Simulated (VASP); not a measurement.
A run of VASP 6.6.1 is set up as follows.

The input INCAR:

```
  PREC = Accurate
  ENCUT = 600
  EDIFF = 1E-6
  ISMEAR = -1
  SIGMA = 0.1
  LREAL = F
  LASPH = T
  NELM = 200
  ALGO = Normal
  ISIF = 2
  LWAVE = F
  LCHARG = F
  ISPIN = 2
  MAGMOM = 7 0
  LORBIT = 11
  LMAXMIX = 6
  GGA = B5
  ALDAX = 1.0
  AGGAX = 1.0
  AGGAC = 1.0
  ALDAC = 0.0
  NBANDS = 22
  GGA_COMPAT = F
```

KPOINTS

```
Automatic mesh
0
Gamma
  7 7 7
```

Contents of POSCAR:

```
EuS
1.0
    0.0000000000      2.9785000000      2.9785000000
    2.9785000000      0.0000000000      2.9785000000
    2.9785000000      2.9785000000      0.0000000000
Eu S
1 1
Direct
    0.0000000000      0.0000000000      0.0000000000
    0.5000000000      0.5000000000      0.5000000000
```

Potentials or basis: VASP PAW PBE potentials, release 64 (Eu, S).

Launch:

```console
$ cat potpaw_PBE.64/Eu/POTCAR potpaw_PBE.64/S/POTCAR > POTCAR
$ mpirun -np 1 vasp_std > vasp.out
```

Predict the site moments.

Eu +6.60; S -0.05 μB.

What does it give for the pressure?

0.5 GPa.

Predict the net moment.

6.95 μB per cell.

Caveat: the PAW data sets were made with another functional, which shifts forces and pressure a little; spin-orbit coupling is left out, which moves the levels of the heavy elements; a cell with one magnetic atom can't hold antiferromagnetic order, which such compounds often take; semilocal functionals describe open f shells poorly, which spoils levels, moments and volumes. The state reached can hang on the start; a lower one may exist.

**Experimental background.**

“Crystal-field mediated electronic transitions of EuS up to 35 GPa”, 2022, pmc:8786971 reports, for a powder of EuS at 300 K: band gap 1.72 eV (optical).

Measured gap of EuS: 1.72 eV (optical; 300 K; powder; “Crystal-field mediated electronic transitions of EuS up to 35 GPa”, 2022, pmc:8786971). This calculation gives 0.00 eV (-1.72 eV). So large a miss can be the level of theory's own, or it may mean another phase, state or a wrong row. Spin-orbit coupling on Eu is left out. The value is that of BLYP on a finite k mesh, which can miss the band edges, without temperature or zero-point motion. Semilocal functionals fall short of measured gaps as a rule. The run's magnetic order (collinear spin, ferromagnetic start) needn't be the measured crystal's.
